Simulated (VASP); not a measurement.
Wanted: the native input for a VASP 6.6.1 run.

- Task: single point
- Functional: PBE
- Potentials or basis: VASP PAW PBE potentials, release 64 (Ag)
- Cutoff: 520 eV
- k mesh: 10 × 10 × 10
- Occupations: fermi-dirac, width 0.1 eV
- Spin: no spin polarisation
- Dipole correction: no
- Further INCAR settings: ALGO = Fast; EDIFF = 1e-07; NBANDS = 12

The structure of Ag lies in POSCAR:

```
Ag
1.0
   -1.6556540000      1.6556540000      1.6556540000
    1.6556540000     -1.6556540000      1.6556540000
    1.6556540000      1.6556540000     -1.6556540000
Ag
1
Direct
    0.0000000000      0.0000000000      0.0000000000
```

The input as run:

INCAR

```
  PREC = Accurate
  ENCUT = 520
  EDIFF = 1E-7
  ISMEAR = -1
  SIGMA = 0.1
  LREAL = False
  LASPH = True
  NELM = 60
  ALGO = Fast
  ISIF = 2
  LWAVE = False
  LCHARG = False
  GGA = PE
  NBANDS = 12
```

KPOINTS

```
Automatic mesh
0
Gamma
  10 10 10
```

Potentials or basis: VASP PAW PBE potentials, release 64 (Ag).

Run with:

```bash
$ cat potpaw_PBE.64/Ag/POTCAR > POTCAR
$ mpirun -np 1 vasp_std > vasp.out
```

It gave:

```
Pressure : -0.6 GPa
```

Wall time 14 s on 1 thread of AMD EPYC 7R43 64-Core Processor (Zen 3), with other jobs on the host, peak memory 0.1 GiB.
